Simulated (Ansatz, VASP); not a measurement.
## One calculation of Al9H, two programs

```xyz
20
Lattice="5.7071 0.0000 0.0000 -1.4268 9.7015 0.0000 0.0000 0.0000 22.7904" Properties=species:S:1:pos:R:3 pbc="T T T"
Al    1.4268    0.6295    4.0000
Al    4.2803    0.6295    4.0000
Al    1.4268    3.3172    4.9957
Al    4.2803    3.3172    4.9957
Al    0.0000    5.7950    5.1949
Al    2.8535    5.7950    5.1949
Al    1.4268    8.2728    5.3940
Al    4.2803    8.2728    5.3940
Al    0.0003    1.2390    6.4001
Al    2.8538    1.2390    6.4001
Al   -0.0072    3.9216    7.5233
Al    2.8463    3.9216    7.5233
Al    1.4238    6.3997    7.6799
Al    4.2774    6.3997    7.6799
Al   -0.0083    8.8388    7.8610
Al    2.8452    8.8388    7.8610
Al    1.4319    1.7599    8.7904
Al    4.2854    1.7599    8.7904
H     1.0934    8.8388   10.5204
H     1.7434    8.8388   10.5204
```

Alike in both runs: task single point; functional PBE; k mesh 5 × 3 × 1; occupations gaussian, width 0.1 eV; no spin polarisation.

```csv
,VASP,Ansatz
version,VASP 6.6.1,Ansatz 0.2.0
potentials or method,"VASP PAW PBE potentials, release 64 (Al, H), cutoff 520 eV","scalar-relativistic, plane waves, PAW"
valence electrons in the cell,56,56
```

VASP gave:

| Property | Result |
| --- | --- |
| gap on the k mesh at the Fermi level (eV) | none |
| rms of the force components (eV/Å) | 0.901 |
| work function, face that differs most (eV) | 4.17 |

Task: Estimate Ansatz's values.

Result: gap on the k mesh at the Fermi level (eV): none; rms of the force components (eV/Å): 0.895; work function, face that differs most (eV): 4.17.

Atom by atom the forces differ by 0.006 eV/Å (rms over components). A gap of «none» marks a metal or a gap that the smearing closes.
